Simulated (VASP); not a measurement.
# Sn (Im-3m) in VASP: further runs

Runs on Sn. Level: PBEsol. Tasks: single point.

Everything below comes from runs of VASP 6.6.1. Logs are shortened: lines on timing, memory, paths and dates and some standing lists are left out, and cuts for length are marked.

## Step 1: The cell of the first run

It takes space group Im-3m (No. 229, cubic). Conventional cell: a = 3.789 Å, b = 3.789 Å, c = 3.789 Å, α = 90.00°, β = 90.00°, γ = 90.00°. Sn (site symmetry m-3m) has 14 Sn at 3.28 to 3.79 Å within 4.3 Å.

## Step 2: Single point, PBEsol

INCAR

```
SYSTEM = Sn
PREC = Accurate ; ENCUT = 520
EDIFF = 1E-6 ; ISMEAR = 0
SIGMA = 0.05 ; LREAL = .FALSE.
LASPH = .TRUE. ; NELM = 60
ALGO = Fast ; ISIF = 2
LWAVE = .FALSE. ; LCHARG = .FALSE.
GGA = PS ; NBANDS = 13
```

KPOINTS

```
Automatic mesh
0
G
  11 11 11
  0 0 0
```

POSCAR

```
Sn
1.0
   -1.8946518192      1.8946518192      1.8946518192
    1.8946518192     -1.8946518192      1.8946518192
    1.8946518192      1.8946518192     -1.8946518192
Sn
1
Direct
    0.0000000000      0.0000000000      0.0000000000
```

Potentials or basis: VASP PAW PBE potentials, release 64 (Sn_d).

Launch:

```console
$ cat potpaw_PBE.64/Sn_d/POTCAR > POTCAR
$ mpirun -np 1 vasp_std > vasp.out
```

OUTCAR:

```text
SYSTEM = Sn
   PREC = Accurate
   ENCUT = 520
   EDIFF = 1E-6
   ISMEAR = 0
   LREAL = .FALSE.
   LASPH = .TRUE.
   NELM = 60
   ISIF = 2
   GGA = PS

 ion  position               nearest neighbor table
   1  0.000  0.000  0.000-

  LATTYP: Found a body centered cubic cell.
 ALAT       =     3.7893036384

  Lattice vectors:

 A1 = (  -1.8946518192,   1.8946518192,   1.8946518192)
 A2 = (   1.8946518192,  -1.8946518192,   1.8946518192)
 A3 = (   1.8946518192,   1.8946518192,  -1.8946518192)

Analysis of symmetry for initial positions (statically):
=====================================================================
 Subroutine PRICEL returns:
 Original cell was already a primitive cell.

 Routine SETGRP: Setting up the symmetry group for a
 body centered cubic supercell.

 Subroutine GETGRP returns: Found 48 space group operations
 (whereof 48 operations were pure point group operations)
 out of a pool of 48 trial point group operations.

The static configuration has the point symmetry O_h .

Analysis of symmetry for dynamics (positions and initial velocities):
=====================================================================
 Subroutine PRICEL returns:
 Original cell was already a primitive cell.

 Routine SETGRP: Setting up the symmetry group for a
 body centered cubic supercell.

 Subroutine GETGRP returns: Found 48 space group operations
 (whereof 48 operations were pure point group operations)
 out of a pool of 48 trial point group operations.

The dynamic configuration has the point symmetry O_h .

 Subroutine INISYM returns: Found 48 space group operations
 (whereof 48 operations are pure point group operations),
 and found     1 'primitive' translations

----------------------------------------------------------------------------------------

                                     Primitive cell

  volume of cell :      27.2050

  direct lattice vectors                    reciprocal lattice vectors
    -1.894651819  1.894651819  1.894651819     0.000000000  0.263900731  0.263900731
     1.894651819 -1.894651819  1.894651819     0.263900731  0.000000000  0.263900731
     1.894651819  1.894651819 -1.894651819     0.263900731  0.263900731  0.000000000

  length of vectors
     3.281633214  3.281633214  3.281633214     0.373211993  0.373211993  0.373211993

  position of ions in fractional coordinates (direct lattice)
     0.000000000  0.000000000  0.000000000

  ion indices of the primitive-cell ions
   primitive index   ion index
                 1           1

----------------------------------------------------------------------------------------

 KPOINTS: Automatic mesh

Automatic generation of k-mesh.
 Grid dimensions read from file:
 generate k-points for:   11   11   11

 Generating k-lattice:

  Cartesian coordinates                     Fractional coordinates (reciprocal lattice)
     0.000000000  0.023990976  0.023990976     0.090909091  0.000000000  0.000000000
     0.023990976  0.000000000  0.023990976     0.000000000  0.090909091  0.000000000
     0.023990976  0.023990976  0.000000000     0.000000000  0.000000000  0.090909091

  Length of vectors
     0.033928363  0.033928363  0.033928363

  Shift w.r.t. Gamma in fractional coordinates (k-lattice)
     0.000000000  0.000000000  0.000000000

 Subroutine IBZKPT returns following result:
 ===========================================

 Found     56 irreducible k-points:

 Following reciprocal coordinates:
            Coordinates               Weight
  0.000000  0.000000  0.000000      1.000000
  0.090909  0.000000  0.000000     12.000000
  0.181818  0.000000  0.000000     12.000000
  0.272727  0.000000  0.000000     12.000000
  0.363636  0.000000  0.000000     12.000000
  0.454545  0.000000  0.000000     12.000000
[... 16 lines left out ...]
  0.272727  0.181818  0.090909     48.000000
  0.363636  0.181818  0.090909     24.000000
 [... further k-points ...]
   k-points           NKPTS =     56   k-points in BZ     NKDIM =     56   number of bands    NBANDS=     13
   number of dos      NEDOS =    301   number of ions     NIONS =      1
   total plane-waves  NPLWV =  13824
   dimension x,y,z NGX =    24 NGY =   24 NGZ =   24
   dimension x,y,z NGXF=    48 NGYF=   48 NGZF=   48
   ions per type =               1
   NGX,Y,Z   is equivalent  to a cutoff of  12.16, 12.16, 12.16 a.u.
   NGXF,Y,Z  is equivalent  to a cutoff of  24.32, 24.32, 24.32 a.u.
 SYSTEM =  Sn
   PREC   = accura    normal or accurate (medium, high low for compatibility)
   ISTART =      0    job   : 0-new  1-cont  2-samecut
   ICHARG =      2    charge: 1-file 2-atom 10-const
   ISPIN  =      1    spin polarized calculation?
   LNONCOLLINEAR =      F non collinear calculations
   LSORBIT =      F    spin-orbit coupling
   LASPH  =      T    aspherical Exc in radial PAW
   ENCUT  =  520.0 eV  38.22 Ry    6.18 a.u.   6.10  6.10  6.10*2*pi/ulx,y,z
   NELM   =     60;   NELMIN=  2; NELMDL= -5     # of ELM steps
   EDIFF  = 0.1E-05   stopping-criterion for ELM
   LREAL  =      F    real-space projection
   EDIFFG = 0.1E-04   stopping-criterion for IOM
   NSW    =      0    number of steps for IOM
   IBRION =     -1    ionic relax: 0-MD 1-quasi-New 2-CG
   NFREE  =      0    steps in history (QN), initial steepest desc. (CG)
   ISIF   =      2    stress and relaxation
   ISYM   =      2    0-nonsym 1-usesym 2-fastsym
   POTIM  = 0.5000    time-step for ionic-motion
   TEBEG  =    0.0;   TEEND  =   0.0 temperature during run
   PSTRESS=    0.0 pullay stress
   NELECT =      14.0000    total number of electrons
   NUPDOWN=      -1.0000    fix difference up-down
   EMIN   =  10.00;   EMAX   =-10.00  energy-range for DOS
   EFERMI =   0.00;   METHOD = LEGACY
   ISMEAR =     0;   SIGMA  =   0.05  broadening in eV -4-tet -1-fermi 0-gaus
   EFERMI_NEDOS =   21; number of points for ismear=-14 and -15
   IALGO  =     68    algorithm
   IMIX   =      4    mixing-type and parameters
     AMIX     =   0.40;   BMIX     =  1.00
     AMIX_MAG =   1.60;   BMIX_MAG =  1.00
  volume/ion in A,a.u.               =      27.20       183.59
  Fermi-wavevector in a.u.,A,eV,Ry     =   1.311902  2.479136 23.416813  1.721087
  Thomas-Fermi vector in A             =   2.442332
   LORBIT       =      0    0 simple, 1 ext, 2 COOP (PROOUT), +10 PAW based schemes
   GGA     = PS    functional components
   LHFCALC =     F    Hartree Fock is set to
   AEXX    =    0.0000 exact exchange contribution
   IVDW    =     0    specifies the selected vdW correction
   LEPSILON=     F    determine dielectric tensor
   LRPA    =     F    only Hartree local field effects (RPA)
 non-spin polarized calculation
 RMM-DIIS sequential band-by-band and
 Gauss-broadening in eV      SIGMA  =   0.05
  energy-cutoff  :      520.00
  volume of cell :       27.20
 maximum number of plane-waves:       742
   NGX = 13   NGY = 13   NGZ = 13

 number of electron      13.9999996 magnetization

 Free energy of the ion-electron system (eV)
  ---------------------------------------------------
  ext. energy  EPLUGINS =         0.00000000
  ---------------------------------------------------
  free energy    TOTEN  =        -4.21787998 eV

  energy without entropy =       -4.21686001  energy(sigma->0) =       -4.21736999

 E-fermi :   7.9465     XC(G=0): -10.4997

 val. band max:        7.9463840216   @ k =  -0.2727   0.3636   0.1818
 cond. band min:       8.0597317849   @ k =  -0.2727   0.4545   0.0909
 fundamental gap:      0.1133477632
 Fermi energy:         7.9464615337

 k-point     1 :       0.0000    0.0000    0.0000
  band No.  band energies     occupation
      1     -13.5191      2.00000
      2     -13.5191      2.00000
      3     -13.5191      2.00000
      4     -13.3796      2.00000
      5     -13.3796      2.00000
      6      -3.1725      2.00000
      7      15.8618      0.00000
      8      15.8618      0.00000
      9      15.8618      0.00000
     10      20.0374      0.00000
     11      20.0375      0.00000
     12      20.0376      0.00000
     13      20.6654      0.00000

 k-point     2 :       0.0909    0.0000    0.0000
  band No.  band energies     occupation
      1     -13.5228      2.00000
      2     -13.5138      2.00000
      3     -13.5018      2.00000
      4     -13.3837      2.00000
      5     -13.3801      2.00000
      6      -2.9924      2.00000
      7      14.3897      0.00000
      8      15.1932      0.00000
      9      15.6244      0.00000
     10      18.5864      0.00000
     11      18.9168      0.00000
     12      19.7243      0.00000
     13      21.3459      0.00000

 k-point     3 :       0.1818    0.0000    0.0000
  band No.  band energies     occupation
      1     -13.5327      2.00000
      2     -13.5017      2.00000
      3     -13.4549      2.00000
      4     -13.3929      2.00000
      5     -13.3815      2.00000
      6      -2.4514      2.00000
      7      11.5805      0.00000
      8      13.9588      0.00000
      9      14.9982      0.00000
     10      17.4525      0.00000
     11      17.8276      0.00000
     12      19.7831      0.00000
     13      21.7902      0.00000

 k-point     4 :       0.2727    0.0000    0.0000
  band No.  band energies     occupation
      1     -13.5455      2.00000
      2     -13.4935      2.00000
      3     -13.3986      2.00000
      4     -13.3927      2.00000
      5     -13.3831      2.00000
      6      -1.5509      2.00000
      7       8.7096      0.00000
      8      12.8234      0.00000
      9      14.2709      0.00000
     10      16.6577      0.00000
     11      17.0164      0.00000
     12      20.4598      0.00000
     13      22.3528      0.00000

 k-point     5 :       0.3636    0.0000    0.0000
  band No.  band energies     occupation
      1     -13.5573      2.00000
      2     -13.4960      2.00000
      3     -13.3946      2.00000
      4     -13.3846      2.00000
      5     -13.3347      2.00000
      6      -0.3110      2.00000
      7       6.0926      2.00000
      8      11.9990      0.00000
      9      13.6936      0.00000
     10      16.1466      0.00000
     11      16.4810      0.00000
     12      21.5427      0.00000
     13      23.0656      0.00000
[... 257 lines left out ...]
 k-point    22 :       0.1818    0.1818    0.0909
  band No.  band energies     occupation
      1     -13.5296      2.00000
      2     -13.4996      2.00000
      3     -13.3930      2.00000
      4     -13.3877      2.00000
      5     -13.3538      2.00000
      6      -0.1392      2.00000
      7       7.2958      2.00000
      8       9.2600      0.00000
      9      10.8017      0.00000
     10      20.2015      0.00000
     11      20.7067      0.00000
     12      22.2034      0.00000
     13      23.3813      0.00000

 k-point    23 :       0.2727    0.1818    0.0909
  band No.  band energies     occupation
      1     -13.5313      2.00000
      2     -13.4781      2.00000
      3     -13.3903      2.00000
      4     -13.3886      2.00000
      5     -13.3493      2.00000
      6       1.1689      2.00000
      7       5.5969      2.00000
      8       8.1140      0.00000
      9      10.2489      0.00000
     10      20.1770      0.00000
     11      21.6157      0.00000
     12      22.4684      0.00000
     13      24.5573      0.00000

 k-point    24 :       0.3636    0.1818    0.0909
  band No.  band energies     occupation
      1     -13.5323      2.00000
      2     -13.4676      2.00000
      3     -13.3893      2.00000
      4     -13.3858      2.00000
      5     -13.3528      2.00000
      6       2.1063      2.00000
      7       4.4497      2.00000
      8       7.7970      1.99998
      9      10.0704      0.00000
     10      20.0803      0.00000
     11      21.8753      0.00000
     12      23.2385      0.00000
     13      23.7519      0.00000

 [... further k-points ...]

------------------------ aborting loop because EDIFF is reached ----------------------------------------

  FORCE on cell =-STRESS in cart. coord.  units (eV):
  Direction    XX          YY          ZZ          XY          YZ          ZX
  --------------------------------------------------------------------------------------
  -------------------------------------------------------------------------------------
  Total       -0.2798588     -0.2798588     -0.2798588      0.0000000     -0.0000000     -0.0000000
  in kB      -16.4816769    -16.4816769    -16.4816769      0.0000000     -0.0000000     -0.0000000
  external PRESSURE =     -16.4816769 kB  Pullay stress =       0.0000000 kB

 VOLUME and BASIS-vectors are now :
 -----------------------------------------------------------------------------
  energy-cutoff  :      520.00
  volume of cell :       27.20
      direct lattice vectors                 reciprocal lattice vectors
    -1.894651819  1.894651819  1.894651819     0.000000000  0.263900731  0.263900731
     1.894651819 -1.894651819  1.894651819     0.263900731  0.000000000  0.263900731
     1.894651819  1.894651819 -1.894651819     0.263900731  0.263900731  0.000000000

 POSITION                                       TOTAL-FORCE (eV/Angst)
 -----------------------------------------------------------------------------------
      0.00000      0.00000      0.00000         0.000000      0.000000      0.000000
 -----------------------------------------------------------------------------------
    total drift:                                0.000000      0.000000     -0.000000

  FREE ENERGIE OF THE ION-ELECTRON SYSTEM (eV)
  ---------------------------------------------------
  free  energy   TOTEN  =        -4.2178799765 eV

  energy  without entropy=       -4.2168600065  energy(sigma->0) =       -4.21736999
```

Run time: 7.5 s. Hardware: 1 thread of Intel Xeon Platinum 8488C (Sapphire Rapids), shared host; peak memory 0.14 GiB.

Results:

```
Free energy            : -4.2179 eV
Pressure               : -1.6 GPa
Band gap on the k mesh : zero (band 7 reaches 15.86 eV, above the bottom of band 8 at 5.54 eV)
```

Caveat: the PAW data sets were made with another functional, which shifts forces and pressure a little; spin-orbit coupling is left out, which moves the levels of the heavy elements.

(Part 1 of 2 ends here.)
